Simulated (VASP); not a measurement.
# Ni3Ge (Pm-3m) in VASP: further runs

The runs below take Ni3Ge through single point, with PBEsol.

All numbers are computed with VASP 6.6.1; they aren't measurements. Logs are shortened: lines on timing, memory, paths and dates and some standing lists are left out, and cuts for length are marked.

## Step 1: The cell of the first run

The structure is cubic, space group Pm-3m (No. 221). Conventional cell: a = 3.530 Å, b = 3.530 Å, c = 3.530 Å, α = 90.00°, β = 90.00°, γ = 90.00°. Ni (site symmetry 4/mmm) has 8 Ni at 2.50 Å and 4 Ge at 2.50 Å within 3.3 Å. Ge (site symmetry m-3m) has 12 Ni at 2.50 Å within 3.3 Å.

## Step 2: Single point, PBEsol

Contents of INCAR:

```
SYSTEM = Ni3Ge
  ALGO = Fast
  EDIFF = 1E-6
  ENCUT = 520
  GGA = PS
  ISIF = 2
  ISMEAR = 0
  LASPH = .True.
  LCHARG = .False.
  LREAL = .False.
  LWAVE = .False.
  NBANDS = 30
  NELM = 80
  PREC = Accurate
  SIGMA = 0.1
```

Contents of KPOINTS:

```
k-points
0
Gamma
  16 16 16
  0 0 0
```

Contents of POSCAR:

```
Ni3Ge
1.0
    3.5303341067      0.0000000000      0.0000000000
    0.0000000000      3.5303341067      0.0000000000
    0.0000000000      0.0000000000      3.5303341067
Ni Ge
3 1
Direct
    0.5000000000      0.0000000000      0.5000000000
    0.0000000000      0.5000000000      0.5000000000
    0.5000000000      0.5000000000      0.0000000000
    0.0000000000      0.0000000000      0.0000000000
```

Potentials or basis: VASP PAW PBE potentials, release 64 (Ni, Ge_d).

Launch:

```sh
$ cat potpaw_PBE.64/Ni/POTCAR potpaw_PBE.64/Ge_d/POTCAR > POTCAR
$ mpirun -np 1 vasp_std > vasp.out
```

OUTCAR:

```text
SYSTEM = Ni3Ge
   EDIFF = 1E-6
   ENCUT = 520
   GGA = PS
   ISIF = 2
   ISMEAR = 0
   LASPH = .True.
   LREAL = .False.
   NELM = 80
   PREC = Accurate

 ion  position               nearest neighbor table
   1  0.500  0.000  0.500-   2 2.50   3 2.50   4 2.50   3 2.50   4 2.50   2 2.50   3 2.50   3 2.50
                             2 2.50   4 2.50   4 2.50   2 2.50
   2  0.000  0.500  0.500-   1 2.50   3 2.50   4 2.50   3 2.50   4 2.50   1 2.50   4 2.50   4 2.50
                             1 2.50   3 2.50   3 2.50   1 2.50
   3  0.500  0.500  0.000-   1 2.50   2 2.50   4 2.50   1 2.50   2 2.50   1 2.50   4 2.50   1 2.50
                             2 2.50   4 2.50   2 2.50   4 2.50
   4  0.000  0.000  0.000-   1 2.50   2 2.50   3 2.50   1 2.50   2 2.50   2 2.50   3 2.50   2 2.50
                             1 2.50   3 2.50   1 2.50   3 2.50

  LATTYP: Found a simple cubic cell.
 ALAT       =     3.5303341067

  Lattice vectors:

 A1 = (   3.5303341067,   0.0000000000,   0.0000000000)
 A2 = (   0.0000000000,   3.5303341067,   0.0000000000)
 A3 = (   0.0000000000,   0.0000000000,   3.5303341067)

Analysis of symmetry for initial positions (statically):
=====================================================================
 Subroutine PRICEL returns:
 Original cell was already a primitive cell.

 Routine SETGRP: Setting up the symmetry group for a
 simple cubic supercell.

 Subroutine GETGRP returns: Found 48 space group operations
 (whereof 48 operations were pure point group operations)
 out of a pool of 48 trial point group operations.

The static configuration has the point symmetry O_h .

Analysis of symmetry for dynamics (positions and initial velocities):
=====================================================================
 Subroutine PRICEL returns:
 Original cell was already a primitive cell.

 Routine SETGRP: Setting up the symmetry group for a
 simple cubic supercell.

 Subroutine GETGRP returns: Found 48 space group operations
 (whereof 48 operations were pure point group operations)
 out of a pool of 48 trial point group operations.

The dynamic configuration has the point symmetry O_h .

 Subroutine INISYM returns: Found 48 space group operations
 (whereof 48 operations are pure point group operations),
 and found     1 'primitive' translations

----------------------------------------------------------------------------------------

                                     Primitive cell

  volume of cell :      43.9995

  direct lattice vectors                    reciprocal lattice vectors
     3.530334107  0.000000000  0.000000000     0.283259309  0.000000000  0.000000000
     0.000000000  3.530334107  0.000000000     0.000000000  0.283259309  0.000000000
     0.000000000  0.000000000  3.530334107     0.000000000  0.000000000  0.283259309

  length of vectors
     3.530334107  3.530334107  3.530334107     0.283259309  0.283259309  0.283259309

  position of ions in fractional coordinates (direct lattice)
     0.500000000  0.000000000  0.500000000
     0.000000000  0.500000000  0.500000000
     0.500000000  0.500000000  0.000000000
     0.000000000  0.000000000  0.000000000

  ion indices of the primitive-cell ions
   primitive index   ion index
                 1           1
                 2           2
                 3           3
                 4           4

----------------------------------------------------------------------------------------

 KPOINTS: k-points

Automatic generation of k-mesh.
 Grid dimensions read from file:
 generate k-points for:   16   16   16

 Generating k-lattice:

  Cartesian coordinates                     Fractional coordinates (reciprocal lattice)
     0.017703707  0.000000000  0.000000000     0.062500000  0.000000000  0.000000000
     0.000000000  0.017703707  0.000000000     0.000000000  0.062500000  0.000000000
     0.000000000  0.000000000  0.017703707     0.000000000  0.000000000  0.062500000

  Length of vectors
     0.017703707  0.017703707  0.017703707

  Shift w.r.t. Gamma in fractional coordinates (k-lattice)
     0.000000000  0.000000000  0.000000000

 Subroutine IBZKPT returns following result:
 ===========================================

 Found    165 irreducible k-points:

 Following reciprocal coordinates:
            Coordinates               Weight
  0.000000  0.000000  0.000000      1.000000
  0.062500  0.000000  0.000000      6.000000
  0.125000  0.000000  0.000000      6.000000
  0.187500  0.000000  0.000000      6.000000
  0.250000  0.000000  0.000000      6.000000
  0.312500  0.000000  0.000000      6.000000
[... 16 lines left out ...]
  0.437500  0.125000  0.000000     24.000000
  0.500000  0.125000  0.000000     12.000000
 [... further k-points ...]
   k-points           NKPTS =    165   k-points in BZ     NKDIM =    165   number of bands    NBANDS=     30
   number of dos      NEDOS =    301   number of ions     NIONS =      4
   total plane-waves  NPLWV =  21952
   dimension x,y,z NGX =    28 NGY =   28 NGZ =   28
   dimension x,y,z NGXF=    56 NGYF=   56 NGZF=   56
   ions per type =               3   1
   NGX,Y,Z   is equivalent  to a cutoff of  13.19, 13.19, 13.19 a.u.
   NGXF,Y,Z  is equivalent  to a cutoff of  26.37, 26.37, 26.37 a.u.
 SYSTEM =  Ni3Ge
   PREC   = accura    normal or accurate (medium, high low for compatibility)
   ISTART =      0    job   : 0-new  1-cont  2-samecut
   ICHARG =      2    charge: 1-file 2-atom 10-const
   ISPIN  =      1    spin polarized calculation?
   LNONCOLLINEAR =      F non collinear calculations
   LSORBIT =      F    spin-orbit coupling
   LASPH  =      T    aspherical Exc in radial PAW
   ENCUT  =  520.0 eV  38.22 Ry    6.18 a.u.   6.56  6.56  6.56*2*pi/ulx,y,z
   NELM   =     80;   NELMIN=  2; NELMDL= -5     # of ELM steps
   EDIFF  = 0.1E-05   stopping-criterion for ELM
   LREAL  =      F    real-space projection
   EDIFFG = 0.1E-04   stopping-criterion for IOM
   NSW    =      0    number of steps for IOM
   IBRION =     -1    ionic relax: 0-MD 1-quasi-New 2-CG
   NFREE  =      0    steps in history (QN), initial steepest desc. (CG)
   ISIF   =      2    stress and relaxation
   ISYM   =      2    0-nonsym 1-usesym 2-fastsym
   POTIM  = 0.5000    time-step for ionic-motion
   TEBEG  =    0.0;   TEEND  =   0.0 temperature during run
   PSTRESS=    0.0 pullay stress
   NELECT =      44.0000    total number of electrons
   NUPDOWN=      -1.0000    fix difference up-down
   EMIN   =  10.00;   EMAX   =-10.00  energy-range for DOS
   EFERMI =   0.00;   METHOD = LEGACY
   ISMEAR =     0;   SIGMA  =   0.10  broadening in eV -4-tet -1-fermi 0-gaus
   EFERMI_NEDOS =   21; number of points for ismear=-14 and -15
   IALGO  =     68    algorithm
   IMIX   =      4    mixing-type and parameters
     AMIX     =   0.40;   BMIX     =  1.00
     AMIX_MAG =   1.60;   BMIX_MAG =  1.00
  volume/ion in A,a.u.               =      11.00        74.23
  Fermi-wavevector in a.u.,A,eV,Ry     =   1.637105  3.093680 36.465156  2.680113
  Thomas-Fermi vector in A             =   2.728300
   LORBIT       =      0    0 simple, 1 ext, 2 COOP (PROOUT), +10 PAW based schemes
   GGA     = PS    functional components
   LHFCALC =     F    Hartree Fock is set to
   AEXX    =    0.0000 exact exchange contribution
   IVDW    =     0    specifies the selected vdW correction
   LEPSILON=     F    determine dielectric tensor
   LRPA    =     F    only Hartree local field effects (RPA)
 non-spin polarized calculation
 RMM-DIIS sequential band-by-band and
 Gauss-broadening in eV      SIGMA  =   0.10
  energy-cutoff  :      520.00
  volume of cell :       44.00
 maximum number of plane-waves:      1213
 NGX is ok and might be reduce to    28
   NGX = 13   NGY = 13   NGZ = 13

 number of electron      43.9999972 magnetization

 Free energy of the ion-electron system (eV)
  ---------------------------------------------------
  ext. energy  EPLUGINS =         0.00000000
  ---------------------------------------------------
  free energy    TOTEN  =       -24.74443713 eV

  energy without entropy =      -24.73419700  energy(sigma->0) =      -24.73931707

 E-fermi :  10.1925     XC(G=0): -13.6499

 val. band max:       10.1847154095   @ k =   0.1250   0.0625   0.0000
 cond. band min:      10.1986663514   @ k =   0.0625   0.0625   0.0000
 fundamental gap:      0.0139509419
 Fermi energy:        10.1924872640

 k-point     1 :       0.0000    0.0000    0.0000
  band No.  band energies     occupation
      1     -14.3888      2.00000
      2     -14.3888      2.00000
      3     -14.3741      2.00000
      4     -14.3741      2.00000
      5     -14.3741      2.00000
      6      -2.3621      2.00000
[... 22 lines left out ...]
     29      20.7291      0.00000
     30      20.7292      0.00000

 k-point     2 :       0.0625    0.0000    0.0000
  band No.  band energies     occupation
      1     -14.3886      2.00000
      2     -14.3878      2.00000
      3     -14.3741      2.00000
      4     -14.3741      2.00000
      5     -14.3740      2.00000
      6      -2.3177      2.00000
[... 22 lines left out ...]
     29      20.6363      0.00000
     30      20.6366      0.00000

 k-point     3 :       0.1250    0.0000    0.0000
  band No.  band energies     occupation
      1     -14.3881      2.00000
      2     -14.3849      2.00000
      3     -14.3742      2.00000
      4     -14.3742      2.00000
      5     -14.3739      2.00000
      6      -2.1856      2.00000
[... 22 lines left out ...]
     29      20.2858      0.00000
     30      20.2858      0.00000

 k-point     4 :       0.1875    0.0000    0.0000
  band No.  band energies     occupation
      1     -14.3874      2.00000
      2     -14.3805      2.00000
      3     -14.3742      2.00000
      4     -14.3742      2.00000
      5     -14.3737      2.00000
      6      -1.9698      2.00000
[... 616 lines left out ...]
     29      19.0988      0.00000
     30      21.9351      0.00000

 k-point    23 :       0.4375    0.1250    0.0000
  band No.  band energies     occupation
      1     -14.3819      2.00000
      2     -14.3764      2.00000
      3     -14.3745      2.00000
      4     -14.3731      2.00000
      5     -14.3615      2.00000
      6      -0.4823      2.00000
[... 22 lines left out ...]
     29      18.8638      0.00000
     30      21.6687      0.00000

 k-point    24 :       0.5000    0.1250    0.0000
  band No.  band energies     occupation
      1     -14.3817      2.00000
      2     -14.3765      2.00000
      3     -14.3746      2.00000
      4     -14.3730      2.00000
      5     -14.3605      2.00000
      6      -0.3473      2.00000
[... 22 lines left out ...]
     29      18.7780      0.00000
     30      21.5642      0.00000

 [... further k-points ...]

------------------------ aborting loop because EDIFF is reached ----------------------------------------

  FORCE on cell =-STRESS in cart. coord.  units (eV):
  Direction    XX          YY          ZZ          XY          YZ          ZX
  --------------------------------------------------------------------------------------
  -------------------------------------------------------------------------------------
  Total       -0.1936278     -0.1936278     -0.1936278      0.0000000     -0.0000000      0.0000000
  in kB       -7.0506786     -7.0506786     -7.0506786      0.0000000     -0.0000000      0.0000000
  external PRESSURE =      -7.0506786 kB  Pullay stress =       0.0000000 kB

 VOLUME and BASIS-vectors are now :
 -----------------------------------------------------------------------------
  energy-cutoff  :      520.00
  volume of cell :       44.00
      direct lattice vectors                 reciprocal lattice vectors
     3.530334107  0.000000000  0.000000000     0.283259309  0.000000000  0.000000000
     0.000000000  3.530334107  0.000000000     0.000000000  0.283259309  0.000000000
     0.000000000  0.000000000  3.530334107     0.000000000  0.000000000  0.283259309

 POSITION                                       TOTAL-FORCE (eV/Angst)
 -----------------------------------------------------------------------------------
      1.76517      0.00000      1.76517         0.000000      0.000000      0.000000
      0.00000      1.76517      1.76517         0.000000      0.000000      0.000000
      1.76517      1.76517      0.00000         0.000000      0.000000      0.000000
      0.00000      0.00000      0.00000         0.000000      0.000000      0.000000
 -----------------------------------------------------------------------------------
    total drift:                                0.000000      0.000000      0.000000

  FREE ENERGIE OF THE ION-ELECTRON SYSTEM (eV)
  ---------------------------------------------------
  free  energy   TOTEN  =       -24.7444371321 eV

  energy  without entropy=      -24.7341969980  energy(sigma->0) =      -24.73931707
```

Run time: 6.6 min. Hardware: 1 thread of Intel Xeon Platinum 8175M at 2.50GHz (Skylake/Cascade Lake), shared host; peak memory 0.3 GiB.

Results:

```
Free energy            : -24.7444 eV
Pressure               : -0.7 GPa
Band gap on the k mesh : zero (bands 22 and 23 overlap by 0.23 eV)
```

Levels at points of the mesh, in eV from the Fermi level:
| k point | band 18 | band 19 | band 20 | band 21 | band 22 | band 23 | band 24 | band 25 | band 26 | band 27 |
| --- | --- | --- | --- | --- | --- | --- | --- | --- | --- | --- |
| (0.00, 0.00, 0.00) | -0.97 | -0.58 | -0.58 | -0.29 | 0.03 | 0.03 | 0.03 | 3.97 | 6.89 | 6.89 |
| (0.50, 0.00, 0.00) | -1.30 | -1.24 | -1.14 | -0.53 | 0.03 | 3.62 | 3.62 | 4.67 | 5.77 | 5.77 |
| (0.50, 0.50, 0.00) | -1.40 | -1.20 | -1.11 | -0.94 | -0.93 | 0.64 | 0.64 | 5.72 | 6.46 | 8.67 |
| (0.50, 0.50, 0.50) | -1.33 | -1.17 | -1.17 | -0.52 | -0.20 | -0.20 | -0.20 | 0.70 | 4.22 | 4.22 |

Caveat: the PAW data sets were made with another functional, which shifts forces and pressure a little.

## Step 3: Single point, PBEsol

Contents of INCAR:

```
SYSTEM = Ni3Ge
  PREC = Accurate
  ENCUT = 520
  EDIFF = 1E-7
  ISMEAR = 0
  SIGMA = 0.1
  LREAL = .FALSE.
  LASPH = .TRUE.
  NELM = 60
  ALGO = Fast
  ISIF = 2
  LWAVE = .FALSE.
  LCHARG = .TRUE.
  GGA = PS
  LELF = .TRUE.
  LVHAR = .TRUE.
  NBANDS = 30
```

Contents of KPOINTS:

```
regular mesh
0
G
  18 18 18
  0 0 0
```

POSCAR is that of step 2.

Potentials or basis: VASP PAW PBE potentials, release 64 (Ni, Ge_d).

Launch:

```sh
$ cat potpaw_PBE.64/Ni/POTCAR potpaw_PBE.64/Ge_d/POTCAR > POTCAR
$ mpirun -np 1 vasp_std > vasp.out
```

Wall time 11 min (1 thread of Intel Xeon Platinum 8175M at 2.50GHz (Skylake/Cascade Lake), shared host); peak memory 0.35 GiB.

The run converged. Its results:

```
Free energy            : -24.7445 eV
Pressure               : -0.7 GPa
Band gap on the k mesh : zero (bands 22 and 23 overlap by 0.23 eV)
```

Levels at points of the mesh, in eV from the Fermi level:
| k point | band 19 | band 20 | band 21 | band 22 | band 23 | band 24 | band 25 | band 26 |
| --- | --- | --- | --- | --- | --- | --- | --- | --- |
| (0.00, 0.00, 0.00) | -0.58 | -0.58 | -0.29 | 0.03 | 0.03 | 0.03 | 3.97 | 6.89 |
| (0.50, 0.00, 0.00) | -1.24 | -1.14 | -0.53 | 0.03 | 3.62 | 3.62 | 4.68 | 5.77 |
| (0.50, 0.50, 0.00) | -1.20 | -1.11 | -0.94 | -0.93 | 0.64 | 0.64 | 5.72 | 6.46 |
| (0.50, 0.50, 0.50) | -1.17 | -1.17 | -0.52 | -0.20 | -0.20 | -0.20 | 0.70 | 4.22 |

Caveat: the PAW data sets were made with another functional, which shifts forces and pressure a little. Spin polarisation is off, so any magnetic state and its effect on volume and gap are missing.
